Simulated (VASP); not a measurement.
# Cs: relaxation of cell and atoms with PBE

Cs:

```
Cs
1.0
    -3.03350    3.03350    3.03350
     3.03350   -3.03350    3.03350
     3.03350    3.03350   -3.03350
Cs
1
Direct
  0.00000 0.00000 0.00000
```

```yaml
Program: VASP 6.6.1
Task: relaxation of cell and atoms
Functional: PBE
Potentials_or_basis: VASP PAW PBE potentials, release 64 (Cs_sv)
Cutoff: 600 eV
k_mesh: 10 × 10 × 10
Occupations: gaussian, width 0.1 eV
Spin: no spin polarisation
Dipole_correction: no
Further_INCAR_settings: ALGO = Fast; EDIFF = 1e-07; IBRION = 2; EDIFFG = -0.005; NSW = 100; ISIF = 3
```

| Item | Value |
| --- | --- |
| Relaxed volume | 116.75 Å³/atom |
| Relaxed cell | a = 5.333 Å, b = 5.333 Å, c = 5.333 Å, α = 109.47°, β = 109.47°, γ = 109.47° |
| Space group after relaxing (to 0.05 Å) | Im-3m (No. 229) |
| Energy gained by relaxing | 1.5 meV/atom |
| Ionic steps | 4 |
| Pressure after relaxing | 0.0 GPa |

Step by step:
| step | energy change (eV) | largest force (eV/Å) | pressure (GPa) | volume (Å³) |
| --- | --- | --- | --- | --- |
| 1 | 0.0000 | 0.0000 | 0.10 | 111.66 |
| 2 | -0.0006 | 0.0000 | 0.07 | 112.75 |
| 3 | -0.0015 | 0.0000 | 0.01 | 116.05 |
| 4 | -0.0015 | 0.0000 | 0.00 | 116.75 |

Final structure:
```
CELL_PARAMETERS angstrom
-3.07891 3.07891 3.07891
3.07891 -3.07891 3.07891
3.07891 3.07891 -3.07891
ATOMIC_POSITIONS crystal
Cs 0.00000 0.00000 0.00000
```

Levels at points of the mesh, in eV from the Fermi level:
| k point | band 1 | band 2 | band 3 | band 4 | band 5 | band 6 | band 7 | band 8 |
| --- | --- | --- | --- | --- | --- | --- | --- | --- |
| (0.00, 0.00, 0.00) | -23.87 | -10.62 | -10.62 | -10.62 | -1.67 | 2.48 | 2.48 | 2.48 |
| (0.50, 0.00, 0.00) | -23.87 | -10.75 | -10.66 | -10.62 | 0.04 | 0.85 | 1.64 | 3.16 |
| (0.50, 0.50, 0.50) | -23.86 | -10.71 | -10.71 | -10.71 | 0.66 | 0.66 | 2.97 | 2.97 |

Wall time 4.1 min on 1 thread of Oxide Virtual Turin-like Processor, on a shared host, peak memory 0.26 GiB.

Caveat: spin-orbit coupling is left out, which moves the levels of the heavy elements. PBE usually gives volumes a little too large and moduli too small.
